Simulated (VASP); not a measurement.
# Si48O (a cell with a defect) in VASP: notebook

Runs on Si48O (a cell with a defect). Level: PBE. Tasks: single point, relaxation of the atoms.

Program: VASP 6.6.1. These are calculated values, not measurements. Logs are shortened: lines on timing, memory, paths and dates and some standing lists are left out, and cuts for length are marked.

**1. The cell of the first run**

The cell holds a defect, 49 atoms: a = 9.992 Å, b = 9.992 Å, c = 9.992 Å, α = 83.76°, β = 83.76°, γ = 83.76°.

**2. Single point, PBE**

INCAR

```
  PREC = Accurate
  ENCUT = 520
  EDIFF = 1E-7
  ISMEAR = 0
  SIGMA = 0.02
  LREAL = Auto
  LASPH = T
  NELM = 80
  ALGO = Normal
  ISIF = 2
  LWAVE = F
  LCHARG = F
  GGA = PE
  NBANDS = 129
```

KPOINTS

```
Automatic mesh
0
Gamma
  2 2 2
```

POSCAR

```
Si48O
1.0
    7.7025612697      0.0000000001     -6.3650227274
   -3.8512806348     -6.6706137338     -6.3650227274
   -3.8512806349      6.6706137337     -6.3650227274
Si O
48 1
Direct
    0.1448350134      0.4818455057      0.3127697280
    0.3120838073      0.6448791818      0.9797359041
    0.9797359041      0.3120838073      0.6448791818
    0.8131165030      0.6460239760      0.4755710696
    0.4818455057      0.3127697280      0.1448350134
    0.6460239760      0.4755710696      0.8131165030
    0.3127697280      0.1448350134      0.4818455057
    0.9777547160      0.8207902431      0.1351297609
    0.1351297609      0.9777547160      0.8207902431
    0.6448791818      0.9797359041      0.3120838073
    0.8207902431      0.1351297609      0.9777547160
    0.4755710696      0.8131165030      0.6460239760
    0.1486541786      0.3142288127      0.9803612010
    0.3131871179      0.4786399976      0.6452259862
    0.9803612010      0.1486541786      0.3142288127
    0.8120997530      0.4836340648      0.1408301121
    0.4836340648      0.1408301121      0.8120997530
    0.6452259862      0.3131871179      0.4786399976
    0.3142288127      0.9803612010      0.1486541786
    0.9781288249      0.6404180126      0.8095525889
    0.1408301121      0.8120997530      0.4836340648
    0.6404180126      0.8095525889      0.9781288249
    0.8095525889      0.9781288249      0.6404180126
    0.4786399976      0.6452259862      0.3131871179
    0.0202168304      0.3577622638      0.1873093574
    0.1884541515      0.5212495261      0.8535974292
    0.8535974292      0.1884541515      0.5212495261
    0.6884983200      0.5205636053      0.3514878276
    0.3577622638      0.1873093574      0.0202168304
    0.5205636053      0.3514878276      0.6884983200
    0.1873093574      0.0202168304      0.3577622638
    0.8555786173      0.6982035724      0.0125430903
    0.0125430903      0.8555786173      0.6982035724
    0.5212495261      0.8535974292      0.1884541515
    0.6982035724      0.0125430903      0.8555786173
    0.3514878276      0.6884983200      0.5205636053
    0.0237807444      0.1929153207      0.8552045084
    0.1881073472      0.3546933357      0.5201462154
    0.8552045084      0.0237807444      0.1929153207
    0.6925032212      0.3496992685      0.0212335804
    0.3496992685      0.0212335804      0.6925032212
    0.5201462154      0.1881073472      0.3546933357
    0.1929153207      0.8552045084      0.0237807444
    0.8529721324      0.5191045207      0.6846791548
    0.0212335804      0.6925032212      0.3496992685
    0.5191045207      0.6846791548      0.8529721324
    0.6846791548      0.8529721324      0.5191045207
    0.3546933357      0.5201462154      0.1881073472
    0.9166666667      0.9166666667      0.9166666667
```

Potentials or basis: VASP PAW PBE potentials, release 64 (Si, O).

Command:

```sh
$ cat potpaw_PBE.64/Si/POTCAR potpaw_PBE.64/O/POTCAR > POTCAR
$ mpirun -np 1 vasp_std > vasp.out
```

OUTCAR:

```text
PREC = Accurate
   ENCUT = 520
   EDIFF = 1E-7
   ISMEAR = 0
   LREAL = Auto
   LASPH = T
   NELM = 80
   ISIF = 2
   GGA = PE

 ion  position               nearest neighbor table
   1  0.145  0.482  0.313-  45 2.37  38 2.37  48 2.37  25 2.38
   2  0.312  0.645  0.980-  46 2.35  43 2.36  48 2.36  26 2.38
   3  0.980  0.312  0.645-  44 2.35  37 2.36  38 2.36  27 2.38
   4  0.813  0.646  0.476-  47 2.37  44 2.37  45 2.37  28 2.38
   5  0.482  0.313  0.145-  40 2.37  48 2.37  42 2.37  29 2.38
   6  0.646  0.476  0.813-  44 2.37  46 2.37  40 2.37  30 2.38
   7  0.313  0.145  0.482-  41 2.37  42 2.37  38 2.37  31 2.38
   8  0.978  0.821  0.135-  32 2.34  39 2.35  43 2.35  49 2.40  45 2.43
   9  0.135  0.978  0.821-  33 2.34  43 2.35  37 2.35  49 2.40  41 2.43
  10  0.645  0.980  0.312-  47 2.35  39 2.36  42 2.36  34 2.38
  11  0.821  0.135  0.978-  35 2.34  37 2.35  39 2.35  49 2.40  40 2.43
  12  0.476  0.813  0.646-  46 2.37  47 2.37  41 2.37  36 2.38
  13  0.149  0.314  0.980-  26 2.35  37 2.36  25 2.37  29 2.37
  14  0.313  0.479  0.645-  26 2.36  30 2.37  36 2.37  38 2.38
  15  0.980  0.149  0.314-  27 2.35  39 2.36  31 2.37  25 2.37
  16  0.812  0.484  0.141-  28 2.37  25 2.37  40 2.38  32 2.43
  17  0.484  0.141  0.812-  30 2.37  29 2.37  41 2.38  35 2.43
[... 16 lines left out ...]
  34  0.521  0.854  0.188-  19 2.35  22 2.36  24 2.36  10 2.38
  35  0.698  0.013  0.856-  11 2.34  22 2.35  23 2.35  49 2.40  17 2.43
  36  0.351  0.688  0.521-  21 2.37  24 2.37  14 2.37  12 2.38
  37  0.024  0.193  0.855-  11 2.35   9 2.35   3 2.36  13 2.36
  38  0.188  0.355  0.520-   3 2.36   1 2.37   7 2.37  14 2.38
  39  0.855  0.024  0.193-   8 2.35  11 2.35  10 2.36  15 2.36
  40  0.693  0.350  0.021-   5 2.37   6 2.37  16 2.38  11 2.43
  41  0.350  0.021  0.693-   7 2.37  12 2.37  17 2.38   9 2.43
  42  0.520  0.188  0.355-  10 2.36   7 2.37   5 2.37  18 2.38
  43  0.193  0.855  0.024-   9 2.35   8 2.35   2 2.36  19 2.36
  44  0.853  0.519  0.685-   3 2.35  20 2.36   6 2.37   4 2.37
  45  0.021  0.693  0.350-   1 2.37   4 2.37  21 2.38   8 2.43
  46  0.519  0.685  0.853-   2 2.35  22 2.36  12 2.37   6 2.37
  47  0.685  0.853  0.519-  10 2.35  23 2.36   4 2.37  12 2.37
  48  0.355  0.520  0.188-   2 2.36   5 2.37   1 2.37  24 2.38
  49  0.917  0.917  0.917-   9 2.40   8 2.40  11 2.40  33 2.40  32 2.40  35 2.40

  LATTYP: Found a trigonal (rhomboedric) cell.
 ALAT       =     9.9921451367
 COS(alpha) =     0.1086585252

  Lattice vectors:

 A1 = (   7.7025612697,   0.0000000001,  -6.3650227274)
 A2 = (  -3.8512806348,  -6.6706137338,  -6.3650227274)
 A3 = (  -3.8512806349,   6.6706137337,  -6.3650227274)

Analysis of symmetry for initial positions (statically):
=====================================================================
 Subroutine PRICEL returns:
 Original cell was already a primitive cell.

 Routine SETGRP: Setting up the symmetry group for a
 trigonal (rhombohedral) supercell.

 Subroutine GETGRP returns: Found  6 space group operations
 (whereof  3 operations were pure point group operations)
 out of a pool of 12 trial point group operations.

The static configuration has the point symmetry C_3 .
 The point group associated with its full space group is D_3 .

Analysis of symmetry for dynamics (positions and initial velocities):
=====================================================================
 Subroutine PRICEL returns:
 Original cell was already a primitive cell.

 Routine SETGRP: Setting up the symmetry group for a
 trigonal (rhombohedral) supercell.

 Subroutine GETGRP returns: Found  6 space group operations
 (whereof  3 operations were pure point group operations)
 out of a pool of 12 trial point group operations.

The dynamic configuration has the point symmetry C_3 .
 The point group associated with its full space group is D_3 .

 Subroutine INISYM returns: Found  6 space group operations
 (whereof  3 operations are pure point group operations),
 and found     1 'primitive' translations

----------------------------------------------------------------------------------------

                                     Primitive cell

  volume of cell :     981.1201

  direct lattice vectors                    reciprocal lattice vectors
     7.702561270  0.000000000 -6.365022727     0.086551297  0.000000000 -0.052369543
    -3.851280635 -6.670613734 -6.365022727    -0.043275648 -0.074955622 -0.052369543
    -3.851280635  6.670613734 -6.365022727    -0.043275648  0.074955622 -0.052369543

  length of vectors
     9.992145137  9.992145137  9.992145137     0.101161732  0.101161732  0.101161732

  position of ions in fractional coordinates (direct lattice)
     0.144835013  0.481845506  0.312769728
     0.312083807  0.644879182  0.979735904
     0.979735904  0.312083807  0.644879182
     0.813116503  0.646023976  0.475571070
     0.481845506  0.312769728  0.144835013
     0.646023976  0.475571070  0.813116503
[... 41 lines left out ...]
     0.354693336  0.520146215  0.188107347
     0.916666667  0.916666667  0.916666667

  ion indices of the primitive-cell ions
   primitive index   ion index
                 1           1
                 2           2
                 3           3
                 4           4
                 5           5
                 6           6
[... 41 lines left out ...]
                48          48
                49          49

----------------------------------------------------------------------------------------

 KPOINTS: Automatic mesh

Automatic generation of k-mesh.
 Grid dimensions read from file:
 generate k-points for:    2    2    2

 Generating k-lattice:

  Cartesian coordinates                     Fractional coordinates (reciprocal lattice)
     0.043275648  0.000000000 -0.026184772     0.500000000  0.000000000 -0.000000000
    -0.021637824 -0.037477811 -0.026184772     0.000000000  0.500000000  0.000000000
    -0.021637824  0.037477811 -0.026184772     0.000000000  0.000000000  0.500000000

  Length of vectors
     0.050580866  0.050580866  0.050580866

  Shift w.r.t. Gamma in fractional coordinates (k-lattice)
     0.000000000  0.000000000  0.000000000

 Subroutine IBZKPT returns following result:
 ===========================================

 Found      4 irreducible k-points:

 Following reciprocal coordinates:
            Coordinates               Weight
  0.000000  0.000000  0.000000      1.000000
  0.500000 -0.000000 -0.000000      3.000000
  0.500000  0.500000 -0.000000      3.000000
  0.500000  0.500000  0.500000      1.000000
   k-points           NKPTS =      4   k-points in BZ     NKDIM =      4   number of bands    NBANDS=    129
   number of dos      NEDOS =    301   number of ions     NIONS =     49
   total plane-waves  NPLWV = 512000
   dimension x,y,z NGX =    80 NGY =   80 NGZ =   80
   dimension x,y,z NGXF=   160 NGYF=  160 NGZF=  160
   ions per type =              48   1
   NGX,Y,Z   is equivalent  to a cutoff of  13.31, 13.31, 13.31 a.u.
   NGXF,Y,Z  is equivalent  to a cutoff of  26.62, 26.62, 26.62 a.u.
 SYSTEM =  unknown system
   PREC   = accura    normal or accurate (medium, high low for compatibility)
   ISTART =      0    job   : 0-new  1-cont  2-samecut
   ICHARG =      2    charge: 1-file 2-atom 10-const
   ISPIN  =      1    spin polarized calculation?
   LNONCOLLINEAR =      F non collinear calculations
   LSORBIT =      F    spin-orbit coupling
   LASPH  =      T    aspherical Exc in radial PAW
   ENCUT  =  520.0 eV  38.22 Ry    6.18 a.u.  18.58 18.58 18.58*2*pi/ulx,y,z
   NELM   =     80;   NELMIN=  2; NELMDL= -5     # of ELM steps
   EDIFF  = 0.1E-06   stopping-criterion for ELM
   LREAL  =      T    real-space projection
   EDIFFG = 0.1E-05   stopping-criterion for IOM
   NSW    =      0    number of steps for IOM
   IBRION =     -1    ionic relax: 0-MD 1-quasi-New 2-CG
   NFREE  =      0    steps in history (QN), initial steepest desc. (CG)
   ISIF   =      2    stress and relaxation
   ISYM   =      2    0-nonsym 1-usesym 2-fastsym
   POTIM  = 0.5000    time-step for ionic-motion
   TEBEG  =    0.0;   TEEND  =   0.0 temperature during run
   PSTRESS=    0.0 pullay stress
   NELECT =     198.0000    total number of electrons
   NUPDOWN=      -1.0000    fix difference up-down
   EMIN   =  10.00;   EMAX   =-10.00  energy-range for DOS
   EFERMI =   0.00;   METHOD = LEGACY
   ISMEAR =     0;   SIGMA  =   0.02  broadening in eV -4-tet -1-fermi 0-gaus
   EFERMI_NEDOS =   21; number of points for ismear=-14 and -15
   IALGO  =     38    algorithm
   IMIX   =      4    mixing-type and parameters
     AMIX     =   0.40;   BMIX     =  1.00
     AMIX_MAG =   1.60;   BMIX_MAG =  1.00
  volume/ion in A,a.u.               =      20.02       135.12
  Fermi-wavevector in a.u.,A,eV,Ry     =   0.960261  1.814630 12.545941  0.922101
  Thomas-Fermi vector in A             =   2.089529
   LORBIT       =      0    0 simple, 1 ext, 2 COOP (PROOUT), +10 PAW based schemes
   GGA     = PE    functional components
   LHFCALC =     F    Hartree Fock is set to
   AEXX    =    0.0000 exact exchange contribution
   IVDW    =     0    specifies the selected vdW correction
   LEPSILON=     F    determine dielectric tensor
   LRPA    =     F    only Hartree local field effects (RPA)
 non-spin polarized calculation
 Gauss-broadening in eV      SIGMA  =   0.02
  energy-cutoff  :      520.00
  volume of cell :      981.12
 maximum number of plane-waves:     26444
 NGX is ok and might be reduce to    80
   NGX = 37   NGY = 37   NGZ = 37

 number of electron     198.0000005 magnetization

 Free energy of the ion-electron system (eV)
  ---------------------------------------------------
  ext. energy  EPLUGINS =         0.00000000
  ---------------------------------------------------
  free energy    TOTEN  =      -263.96918910 eV

  energy without entropy =     -263.96675687  energy(sigma->0) =     -263.96797299

 E-fermi :   5.3219     XC(G=0):  -9.3821

 val. band max:        5.2986562288   @ k =   0.5000   0.5000  -0.0000
 cond. band min:       5.3411249825   @ k =   0.5000   0.5000   0.5000
 fundamental gap:      0.0424687537
 Fermi energy:         5.3218640348

 k-point     1 :       0.0000    0.0000    0.0000
  band No.  band energies     occupation
      1     -11.7174      2.00000
      2      -6.1144      2.00000
      3      -4.9624      2.00000
      4      -4.9624      2.00000
      5      -4.9290      2.00000
      6      -4.8434      2.00000
[... 445 lines left out ...]
    110       7.6055      0.00000
    111       7.6267      0.00000
 [bands above 111 left out]

------------------------ aborting loop because EDIFF is reached ----------------------------------------

  FORCE on cell =-STRESS in cart. coord.  units (eV):
  Direction    XX          YY          ZZ          XY          YZ          ZX
  --------------------------------------------------------------------------------------
  -------------------------------------------------------------------------------------
  Total       -2.7361861     -2.7361861      2.9455149     -0.0000000     -0.0000000     -0.0000000
  in kB       -4.4682149     -4.4682149      4.8100505     -0.0000000     -0.0000000     -0.0000000
  external PRESSURE =      -1.3754598 kB  Pullay stress =       0.0000000 kB

 VOLUME and BASIS-vectors are now :
 -----------------------------------------------------------------------------
  energy-cutoff  :      520.00
  volume of cell :      981.12
      direct lattice vectors                 reciprocal lattice vectors
     7.702561270  0.000000000 -6.365022727     0.086551297  0.000000000 -0.052369543
    -3.851280635 -6.670613734 -6.365022727    -0.043275648 -0.074955622 -0.052369543
    -3.851280635  6.670613734 -6.365022727    -0.043275648  0.074955622 -0.052369543

 POSITION                                       TOTAL-FORCE (eV/Angst)
 -----------------------------------------------------------------------------------
     -1.94469     -1.12784     -5.97962         0.011232      0.002159      0.007446
     -3.85300      2.23370    -12.32713        -0.000205      0.002317      0.001616
      3.86094      2.21995    -12.32713         0.002109     -0.000981      0.001616
      1.94350     -1.13703    -12.31448        -0.001176     -0.004369      0.009516
      1.94908     -1.12023     -5.97962        -0.007486      0.008648      0.007446
      0.01294      2.25164    -12.31448         0.004372      0.001166      0.009516
[... 41 lines left out ...]
      0.00436     -2.21490     -6.76568         0.001055     -0.017517      0.002837
      0.00000     -0.00000    -17.50381        -0.000000      0.000000     -0.000000
 -----------------------------------------------------------------------------------
    total drift:                               -0.000000     -0.000000     -0.000029

  FREE ENERGIE OF THE ION-ELECTRON SYSTEM (eV)
  ---------------------------------------------------
  free  energy   TOTEN  =      -263.9691891030 eV

  energy  without entropy=     -263.9667568689  energy(sigma->0) =     -263.96797299
```

Wall time 16 min (1 thread of AMD EPYC 9R45 (Zen 5), shared host); peak memory 1.1 GiB.

What came out:

```
Free energy            : -263.9692 eV
Pressure               : -0.1 GPa
Largest force          : 0.018 eV/Å
Band gap on the k mesh : zero (band 99 reaches 5.94 eV, above the bottom of band 100 at 5.30 eV)
```

Forces in eV/Å, atoms in the order of the input:
```
Si   0.011  0.002  0.007
Si   0.000  0.002  0.002
Si   0.002 -0.001  0.002
Si  -0.001 -0.004  0.010
Si  -0.007  0.009  0.007
Si   0.004  0.001  0.010
Si  -0.004 -0.011  0.007
Si  -0.001  0.012  0.005
Si   0.011 -0.006  0.005
Si  -0.002 -0.001  0.002
Si  -0.010 -0.007  0.005
Si  -0.003  0.003  0.010
Si  -0.003  0.002  0.012
Si  -0.015  0.010 -0.003
Si   0.003  0.001  0.012
Si  -0.003 -0.005  0.001
Si   0.006  0.000  0.001
Si   0.016  0.008 -0.003
Si   0.000 -0.003  0.012
Si   0.004  0.001  0.017
Si  -0.003  0.005  0.001
Si  -0.003  0.003  0.017
Si  -0.001 -0.004  0.017
Si  -0.001 -0.018 -0.003
Si   0.001 -0.004 -0.010
Si   0.002 -0.001 -0.002
Si  -0.002 -0.001 -0.002
Si  -0.011  0.002 -0.007
Si   0.003  0.003 -0.010
Si   0.004 -0.011 -0.007
Si  -0.004  0.001 -0.010
Si   0.001  0.012 -0.005
Si   0.010 -0.007 -0.005
Si   0.000  0.002 -0.002
Si  -0.011 -0.006 -0.005
Si   0.007  0.009 -0.007
Si   0.001 -0.004 -0.017
Si  -0.016  0.008  0.003
Si  -0.004  0.001 -0.017
Si   0.003  0.005 -0.001
Si  -0.006  0.000 -0.001
Si   0.015  0.010  0.003
Si   0.003  0.003 -0.017
Si  -0.003  0.001 -0.012
Si   0.003 -0.005 -0.001
Si   0.000 -0.003 -0.012
Si   0.003  0.002 -0.012
Si   0.001 -0.018  0.003
O    0.000  0.000  0.000
```

(Part 1 of 2 ends here.)
